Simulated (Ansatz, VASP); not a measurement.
One calculation of MnO, two programs

```
Mn O
1.0
     0.00000    2.19385    2.19385
     2.19385    0.00000    2.19385
     2.19385    2.19385    0.00000
Mn O
1 1
Direct
  0.00000 0.00000 0.00000
  0.50000 0.50000 0.50000
```

Change from the starting cell: volume scaled by 0.96.

Alike in both runs: task single point; functional LDA; k mesh 10 × 10 × 10; occupations fermi-dirac, width 0.05 eV; collinear spin.

|  | VASP | Ansatz |
| --- | --- | --- |
| version | VASP 6.6.1 | Ansatz 0.2.0 |
| potentials or method | VASP PAW LDA potentials, release 64 (Mn_pv, O), cutoff 520 eV | all-electron LAPW, scalar-relativistic |

VASP gave:

| Item | Value |
| --- | --- |
| gap on the k mesh at the Fermi level (eV) | none |
| pressure (GPa) | -15.4 |
| net moment per atom (μB) | 2.18 |
| size of the moment on the site where the two differ most (μB) | 3.98 |

Task: What did Ansatz give for the same quantities?

Result: gap on the k mesh at the Fermi level (eV): none; pressure (GPa): -13.9; net moment per atom (μB): 2.22; size of the moment on the site where the two differ most (μB): 4.04.

LDA's correlation is that of Perdew and Zunger in VASP and of Perdew and Wang (1992) in Ansatz. Site moments also hang on the region over which each program counts them. A gap of «none» marks a metal or a gap that the smearing closes. Ansatz ran all-electron here, and VASP with PAW potentials.
